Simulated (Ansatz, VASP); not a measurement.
Two plane-wave programs on WS2

File INCAR:

```
ALGO = Normal
EDIFF = 1E-7
ENCUT = 520
GGA = PS
ISIF = 2
ISMEAR = 0
LASPH = True
LCHARG = False
LREAL = False
LWAVE = False
NBANDS = 20
NELM = 80
PREC = Accurate
SIGMA = 0.05
```

KPOINTS

```
k-points
0
Gamma
  12 12 12
```

POSCAR

```
WS2
1.0
    1.4526803535      0.8387053932      6.1633300000
   -1.4526803535      0.8387053932      6.1633300000
    0.0000000000     -1.6774107863      6.1633300000
W S
1 2
Direct
    0.0000000000      0.0000000000      0.0000000000
    0.7503000000      0.7503000000      0.7503000000
    0.5810000000      0.5810000000      0.5810000000
```

Input for Ansatz:

```yaml
crystal:
  lattice:
    - [1.4526803535, 0.8387053932, 6.16333]
    - [-1.4526803535, 0.8387053932, 6.16333]
    - [0.0, -1.6774107863, 6.16333]
  atoms:
    - { symbol: W, position: [0.0, 0.0, 0.0] }
    - { symbol: S, position: [0.7503, 0.7503, 0.7503] }
    - { symbol: S, position: [0.581, 0.581, 0.581] }
basis:
  ecutwfc: 420
kpoints:
  mp_grid: { grid: [12, 12, 12] }
hamiltonian:
  xc: pbesol
scf:
  occupations: { method: gaussian, width: 0.05 }
output:
  forces: true
  stress: true
  eigenvalues: true
```

Change from the starting cell: strain -0.080 along x and y, +0.000 along z, atoms carried along.

Alike in both runs: task single point; functional PBEsol; k mesh 12 × 12 × 12; occupations gaussian, width 0.05 eV; no spin polarisation.

|  | VASP | Ansatz |
| --- | --- | --- |
| version | VASP 6.6.1 | Ansatz 0.2.0 |
| potentials or method | VASP PAW PBE potentials, release 64 (W_sv, S), cutoff 520 eV | scalar-relativistic, plane waves, PAW |
| valence electrons in the cell | 26 | 26 |

Ansatz gave:

```
gap on the k mesh at the Fermi level (eV)                     : 1.24
least direct gap on the mesh (eV)                             : 2.35
pressure (GPa)                                                : 38.3
traceless stress, the component that is largest in VASP (GPa) : -10.20
rms of the force components (eV/Å)                            : 1.159
```

Task: Estimate VASP's values.

Result: gap on the k mesh at the Fermi level (eV): 1.26; least direct gap on the mesh (eV): 2.36; pressure (GPa): 38.6; traceless stress, the component that is largest in VASP (GPa): -10.26; rms of the force components (eV/Å): 1.172.

VASP's potentials were made for PBE, not for PBEsol. Atom by atom the forces differ by 0.013 eV/Å (rms over components). Both programs put the cell under a high pressure, so it lies far from rest at this level. The functional is the same, so the differences come from potentials, cutoffs and numerics.

Neither program's run includes spin-orbit coupling.
